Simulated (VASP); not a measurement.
# Co (P6_3/mmc) in VASP: further runs, part 2 of 2

VASP 6.6.1. Earlier steps stand in the parts before.

**5. Single point, BLYP, collinear spin, ferromagnetic start**

This run uses another cell than the first one, of 10.90 Å³/atom, 1.020 times its volume.

Contents of INCAR:

```
SYSTEM = Co
PREC = Accurate
ENCUT = 520
EDIFF = 1E-6
ISMEAR = -1
SIGMA = 0.05
LREAL = .FALSE.
LASPH = .TRUE.
NELM = 150
ALGO = Fast
ISIF = 2
LWAVE = .FALSE.
LCHARG = .TRUE.
ISPIN = 2
MAGMOM = 2 2 2 2
LORBIT = 11
LMAXMIX = 4
GGA = B5
ALDAX = 1.0
AGGAX = 1.0
AGGAC = 1.0
ALDAC = 0.0
LELF = .TRUE.
LVHAR = .TRUE.
NBANDS = 30
```

Contents of KPOINTS:

```
regular mesh
0
G
  12 12 4
  0 0 0
```

Contents of POSCAR:

```
Co
1.0
    2.4869235940      0.0000000000      0.0000000000
   -1.2434617971      2.1537390097      0.0000000000
    0.0000000000      0.0000000000      8.1417998233
Co
4
Direct
    0.6666666667      0.3333333333      0.7500000000
    0.0000000000      0.0000000000      0.5000000000
    0.3333333333      0.6666666667      0.2500000000
    0.0000000000      0.0000000000      0.0000000000
```

Potentials or basis: VASP PAW PBE potentials, release 64 (Co).

Started as:

```sh
cat potpaw_PBE.64/Co/POTCAR > POTCAR
mpirun -np 1 vasp_std > vasp.out
```

OUTCAR:

```text
SYSTEM = Co
   PREC = Accurate
   ENCUT = 520
   EDIFF = 1E-6
   ISMEAR = -1
   LREAL = .FALSE.
   LASPH = .TRUE.
   NELM = 150
   ISIF = 2
   ISPIN = 2
   LORBIT = 11
   GGA = B5

 ion  position               nearest neighbor table
   1  0.667  0.333  0.750-   2 2.49   4 2.49   2 2.49   4 2.49   2 2.49   4 2.49
   2  0.000  0.000  0.500-   1 2.49   3 2.49   1 2.49   3 2.49   1 2.49   3 2.49
   3  0.333  0.667  0.250-   2 2.49   4 2.49   2 2.49   4 2.49   2 2.49   4 2.49
   4  0.000  0.000  0.000-   1 2.49   3 2.49   1 2.49   3 2.49   1 2.49   3 2.49

  LATTYP: Found a hexagonal cell.
 ALAT       =     2.4869235940
 C/A-ratio  =     3.2738439745

  Lattice vectors:

 A1 = (   2.4869235940,   0.0000000000,   0.0000000000)
 A2 = (  -1.2434617971,   2.1537390097,   0.0000000000)
 A3 = (   0.0000000000,   0.0000000000,   8.1417998233)

Analysis of symmetry for initial positions (statically):
=====================================================================
 Subroutine PRICEL returns:
 Original cell was already a primitive cell.

 Routine SETGRP: Setting up the symmetry group for a
 hexagonal supercell.

 Subroutine GETGRP returns: Found 24 space group operations
 (whereof 12 operations were pure point group operations)
 out of a pool of 24 trial point group operations.

The static configuration has the point symmetry D_3d.
 The point group associated with its full space group is D_6h.

Analysis of symmetry for dynamics (positions and initial velocities):
=====================================================================
 Subroutine PRICEL returns:
 Original cell was already a primitive cell.

 Routine SETGRP: Setting up the symmetry group for a
 hexagonal supercell.

 Subroutine GETGRP returns: Found 24 space group operations
 (whereof 12 operations were pure point group operations)
 out of a pool of 24 trial point group operations.

The dynamic configuration has the point symmetry D_3d.
 The point group associated with its full space group is D_6h.

Analysis of structural, dynamic, and magnetic symmetry:
=====================================================================
[... 160 lines left out ...]

  energy without entropy =      -24.15222244  energy(sigma->0) =      -24.17023567

 E-fermi :  10.7126     XC(G=0): -12.7755

 val. band max:       10.7075621268   @ k =   0.0833   0.0833   0.2500
 cond. band min:      10.7132512969   @ k =   0.0833  -0.0000   0.2500
 fundamental gap:      0.0056891701
 Fermi energy:        10.7125939241

 spin component 1

 k-point     1 :       0.0000    0.0000    0.0000
  band No.  band energies     occupation
      1       1.9268      1.00000
      2       4.1097      1.00000
      3       4.1286      1.00000
      4       5.6014      1.00000
      5       7.7447      1.00000
      6       7.7852      1.00000
[... 781 lines left out ...]
     29      25.4267      0.00000
     30      26.3062      0.00000

 [... further k-points ...]

 spin component 2

 k-point     1 :       0.0000    0.0000    0.0000
  band No.  band energies     occupation
      1       1.9805      1.00000
      2       4.2432      1.00000
      3       4.2476      1.00000
      4       6.5090      1.00000
      5       9.0376      1.00000
      6       9.1037      1.00000
[... 781 lines left out ...]
     29      25.8274      0.00000
     30      26.7417      0.00000

 [... further k-points ...]
[... 5 lines left out ...]
  --------------------------------------------------------------------------------------
  -------------------------------------------------------------------------------------
  Total        2.7079746      2.7079746      1.7590975     -0.0000000      0.0000000      0.0000000
  in kB       99.4899552     99.4899552     64.6285722     -0.0000000      0.0000000      0.0000000
  external PRESSURE =      87.8694942 kB  Pullay stress =       0.0000000 kB

 VOLUME and BASIS-vectors are now :
 -----------------------------------------------------------------------------
  energy-cutoff  :      520.00
  volume of cell :       43.61
      direct lattice vectors                 reciprocal lattice vectors
     2.486923594  0.000000000  0.000000000     0.402103226  0.232154406  0.000000000
    -1.243461797  2.153739010  0.000000000     0.000000000  0.464308812  0.000000000
     0.000000000  0.000000000  8.141799823     0.000000000  0.000000000  0.122822966

 POSITION                                       TOTAL-FORCE (eV/Angst)
 -----------------------------------------------------------------------------------
      1.24346      0.71791      6.10635        -0.000000      0.000000     -0.000000
      0.00000      0.00000      4.07090         0.000000      0.000000     -0.000000
     -0.00000      1.43583      2.03545         0.000000     -0.000000      0.000000
      0.00000      0.00000      0.00000         0.000000      0.000000     -0.000000
 -----------------------------------------------------------------------------------
    total drift:                               -0.000000      0.000000      0.000000

  FREE ENERGIE OF THE ION-ELECTRON SYSTEM (eV)
  ---------------------------------------------------
  free  energy   TOTEN  =       -24.1882488881 eV

  energy  without entropy=      -24.1522224441  energy(sigma->0) =      -24.17023567

 total charge

# of ion       s       p       d       tot
------------------------------------------
    1        0.484   0.501   7.304   8.289
    2        0.485   0.498   7.311   8.294
    3        0.484   0.501   7.304   8.289
    4        0.485   0.498   7.311   8.294
--------------------------------------------------
tot          1.938   1.999  29.230  33.166

 magnetization (x)

# of ion       s       p       d       tot
------------------------------------------
    1       -0.013  -0.045   1.701   1.644
    2       -0.013  -0.043   1.680   1.624
    3       -0.013  -0.045   1.701   1.644
    4       -0.013  -0.043   1.680   1.624
--------------------------------------------------
tot         -0.051  -0.176   6.762   6.535
```

stdout:

```text
POSCAR found type information on POSCAR Co
 POSCAR found :  1 types and       4 ions
 scaLAPACK will be used
 -----------------------------------------------------------------------------
|                                                                             |
|                                                                             |
|     You enforced a specific xc type in the INCAR file but a different       |
|     I HOPE YOU KNOW WHAT YOU ARE DOING!                                     |
|                                                                             |
 -----------------------------------------------------------------------------

 LDA part: xc-table for (Slater(with rela. corr.)+VWN5), standard interpolation
 POSCAR, INCAR and KPOINTS ok, starting setup
 FFT: planning ... GRIDC
 FFT: planning ... GRID_SOFT
 FFT: planning ... GRID
 WAVECAR not read
 entering main loop
```

Wall time 4.1 min (1 thread of AMD EPYC 7R43 (Zen 3), shared host); peak memory 0.19 GiB.

Results:

```
Free energy                                           : -24.1882 eV
Pressure                                              : 8.8 GPa
Net moment                                            : 6.48 μB per cell
Site moments                                          : Co +1.64, +1.62 μB
Valence electrons inside the program's atomic spheres : Co 8.29
```

Stress tensor (GPa, compression positive):
```
9.95 0.00 0.00
0.00 9.95 0.00
0.00 0.00 6.46
```

Caveat: the PAW data sets were made with another functional, which shifts forces and pressure a little.

**6. Single point, PBE+D4, collinear spin, ferromagnetic start**

This run uses another cell than the first one, of 11.12 Å³/atom, 1.040 times its volume.

Contents of INCAR:

```
PREC = Accurate
ENCUT = 520
EDIFF = 1E-6
ISMEAR = -1
SIGMA = 0.05
LREAL = False
LASPH = True
NELM = 150
ALGO = Normal
ISIF = 2
LWAVE = False
LCHARG = True
ISPIN = 2
MAGMOM = 2 2 2 2
LORBIT = 11
LMAXMIX = 4
GGA = PE
IVDW = 13
LELF = True
LVHAR = True
NBANDS = 30
```

Contents of KPOINTS:

```
Automatic mesh
0
Gamma
  12 12 4
```

Contents of POSCAR:

```
Co
1.0
    2.5030729010      0.0000000000      0.0000000000
   -1.2515364506      2.1677247198      0.0000000000
    0.0000000000      0.0000000000      8.1946701348
Co
4
Direct
    0.6666666667      0.3333333333      0.7500000000
    0.0000000000      0.0000000000      0.5000000000
    0.3333333333      0.6666666667      0.2500000000
    0.0000000000      0.0000000000      0.0000000000
```

Potentials or basis: VASP PAW PBE potentials, release 64 (Co).

Started as:

```sh
cat potpaw_PBE.64/Co/POTCAR > POTCAR
mpirun -np 1 vasp_std > vasp.out
```

Run time: 3.4 min. Hardware: 1 thread of AMD EPYC 7R43 (Zen 3), shared host; peak memory 0.21 GiB.

The run converged. Its results:

```yaml
Free_energy: -29.7881 eV
Pressure: -10.0 GPa
Net_moment: 6.70 μB per cell
Site_moments: Co +1.71, +1.69 μB
Valence_electrons_inside_the_program's_atomic_spheres: Co 8.22, 8.23
Dispersion_energy_per_atom: -0.418 eV
```

Stress tensor (GPa, compression positive):
```
 -8.87   0.00   0.00
  0.00  -8.87   0.00
  0.00   0.00 -12.23
```

Levels at points of the mesh, in eV from the Fermi level:
Spin up:
| k point | band 20 | band 21 | band 22 | band 23 | band 24 | band 25 |
| --- | --- | --- | --- | --- | --- | --- |
| (0.00, 0.00, 0.00) | -1.25 | -1.25 | -0.88 | -0.88 | -0.27 | 5.89 |
| (0.50, 0.00, 0.00) | -0.62 | 0.26 | 1.34 | 2.34 | 2.95 | 6.70 |
| (0.00, 0.00, 0.50) | -1.70 | -1.04 | -1.04 | -1.04 | -1.04 | 8.88 |
| (0.50, 0.00, 0.50) | -0.65 | 1.15 | 1.15 | 2.67 | 2.67 | 7.06 |
Spin down:
| k point | band 10 | band 11 | band 12 | band 13 | band 14 | band 15 | band 16 | band 17 | band 18 | band 19 |
| --- | --- | --- | --- | --- | --- | --- | --- | --- | --- | --- |
| (0.00, 0.00, 0.00) | -1.05 | -1.05 | -0.78 | -0.78 | -0.74 | -0.74 | -0.32 | 0.09 | 0.09 | 0.42 |
| (0.50, 0.00, 0.00) | -1.05 | -0.76 | -0.07 | -0.03 | 0.51 | 1.16 | 1.18 | 1.19 | 1.21 | 1.25 |
| (0.00, 0.00, 0.50) | -0.97 | -0.97 | -0.97 | -0.87 | -0.87 | -0.87 | -0.87 | 0.26 | 0.26 | 0.26 |
| (0.50, 0.00, 0.50) | -0.80 | -0.78 | -0.78 | -0.22 | -0.22 | 0.80 | 0.80 | 1.18 | 1.18 | 1.27 |

Caveat: pairwise dispersion overbinds metals, which lowers pressure and volume.

**7. Overview**

| level | cell | smearing | gap on the mesh (eV) | pressure (GPa) | moment (μB) |
| --- | --- | --- | --- | --- | --- |
| PBE | a = 2.471, b = 2.471, c = 8.088 Å, angles 90.0, 90.0, 120.0°, 4 atoms | gaussian 0.014 eV | none | 3.8 | 6.58 |
| PBE | a = 2.471, b = 2.471, c = 8.088 Å, angles 90.0, 90.0, 120.0°, 4 atoms | gaussian 0.017 eV | none | 3.8 | 6.58 |
| PBE | a = 2.471, b = 2.471, c = 8.088 Å, angles 90.0, 90.0, 120.0°, 4 atoms | gaussian 0.019 eV | none | 3.8 | 6.58 |
| BLYP | a = 2.487, b = 2.487, c = 8.142 Å, angles 90.0, 90.0, 120.0°, 4 atoms | fermi-dirac 0.05 eV | none | 8.8 | 6.48 |
| PBE+D4 | a = 2.503, b = 2.503, c = 8.195 Å, angles 90.0, 90.0, 120.0°, 4 atoms | fermi-dirac 0.05 eV | none | -10.0 | 6.70 |

Alike in all rows: task single point; potentials or basis VASP PAW PBE potentials, release 64 (Co); spin collinear, ferromagnetic start; k mesh 12 × 12 × 4; cutoff (eV) 520.

Every run on the cell as given and a fine mesh finds a metal.

Caveats: the PAW data sets were made with another functional, which shifts forces and pressure a little (some runs); pairwise dispersion overbinds metals, which lowers pressure and volume (some runs).

Absolute energies hang on the potentials; compare differences alone.
